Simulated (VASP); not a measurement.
Here is a VASP 6.6.1 calculation.

File INCAR:

```
SYSTEM = Zr3CdC
  PREC = Accurate
  ENCUT = 520
  EDIFF = 1E-6
  ISMEAR = 0
  SIGMA = 0.1
  LREAL = .FALSE.
  LASPH = .TRUE.
  NELM = 80
  ALGO = Normal
  ISIF = 2
  LWAVE = .FALSE.
  LCHARG = .FALSE.
  GGA = PE
  NBANDS = 34
```

The input KPOINTS:

```
regular mesh
0
G
  8 8 8
  0 0 0
```

File POSCAR:

```
Zr3CdC
1.0
    4.3813741528      0.0000000000      0.0000000000
    0.0000000000      4.3813741528      0.0000000000
    0.0000000000      0.0000000000      4.3813741528
Zr Cd C
3 1 1
Direct
    0.0000000000      0.5000000000      0.5000000000
    0.5000000000      0.0000000000      0.5000000000
    0.5000000000      0.5000000000      0.0000000000
    0.0000000000      0.0000000000      0.0000000000
    0.5000000000      0.5000000000      0.5000000000
```

Potentials or basis: VASP PAW PBE potentials, release 64 (Zr_sv, Cd, C).

Run with:

```bash
$ cat potpaw_PBE.64/Zr_sv/POTCAR potpaw_PBE.64/Cd/POTCAR potpaw_PBE.64/C/POTCAR > POTCAR
$ mpirun -np 1 vasp_std > vasp.out
```

**Question.** Predict the pressure.

**Answer.** 21.9 GPa.

**Question.** Estimate the band gap on the k mesh.

**Answer.** Zero (bands 26 and 27 overlap by 1.69 eV).

Caveat: the cell stands under pressure.
